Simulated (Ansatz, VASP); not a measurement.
ZnBi3: VASP beside Ansatz

INCAR

```
SYSTEM = ZnBi3
PREC = Accurate
ENCUT = 520
EDIFF = 1E-6
ISMEAR = -1
SIGMA = 0.05
LREAL = .FALSE.
LASPH = .TRUE.
NELM = 80
ALGO = Fast
ISIF = 2
LWAVE = .FALSE.
LCHARG = .FALSE.
GGA = PE
NBANDS = 36
```

File KPOINTS:

```
Automatic mesh
0
G
  8 8 8
  0 0 0
```

File POSCAR:

```
ZnBi3
1.0
   -2.5558648069      2.5558648069      4.6229541621
    2.5558648069     -2.5558648069      4.6229541621
    2.5558648069      2.5558648069     -4.6229541621
Bi Zn
3 1
Direct
    0.5000000000      0.5000000000      0.0000000000
    0.2500000000      0.7500000000      0.5000000000
    0.7500000000      0.2500000000      0.5000000000
    0.0000000000      0.0000000000      0.0000000000
```

The input input.yaml:

```yaml
crystal:
  lattice:
    - [-2.5558648069, 2.5558648069, 4.6229541621]
    - [2.5558648069, -2.5558648069, 4.6229541621]
    - [2.5558648069, 2.5558648069, -4.6229541621]
  atoms:
    - { symbol: Bi, position: [0.5, 0.5, 0.0] }
    - { symbol: Bi, position: [0.25, 0.75, 0.5] }
    - { symbol: Bi, position: [0.75, 0.25, 0.5] }
    - { symbol: Zn, position: [0.0, 0.0, 0.0] }
hamiltonian:
  xc: pbe
  pseudopotentials: { kind: paw }
kpoints:
  mp_grid: { grid: [8, 8, 8] }
scf:
  occupations: { method: fermi_dirac, width: 0.05 }
output:
  forces: true
  stress: true
  eigenvalues: true
```

Alike in both runs: task single point; functional PBE; k mesh 8 × 8 × 8; occupations fermi-dirac, width 0.05 eV; no spin polarisation.

```csv
,VASP,Ansatz
version,VASP 6.6.1,Ansatz 0.2.0
potentials or method,"VASP PAW PBE potentials, release 64 (Bi_d, Zn)",Ansatz PAW
plane-wave cutoff (eV),520,420
valence electrons in the cell,57,57
```

Ansatz gave:

| Quantity | Value |
| --- | --- |
| gap on the k mesh at the Fermi level (eV) | none |
| pressure (GPa) | -1.6 |
| traceless stress, the component that is largest in VASP (GPa) | 0.39 |

Task: What did VASP give for the same quantities?

Result: gap on the k mesh at the Fermi level (eV): none; pressure (GPa): -1.7; traceless stress, the component that is largest in VASP (GPa): 0.39.

A gap of «none» marks a metal or a gap that the smearing closes. The functional is the same, so the differences come from potentials, cutoffs and numerics.

Spin-orbit coupling is off throughout.
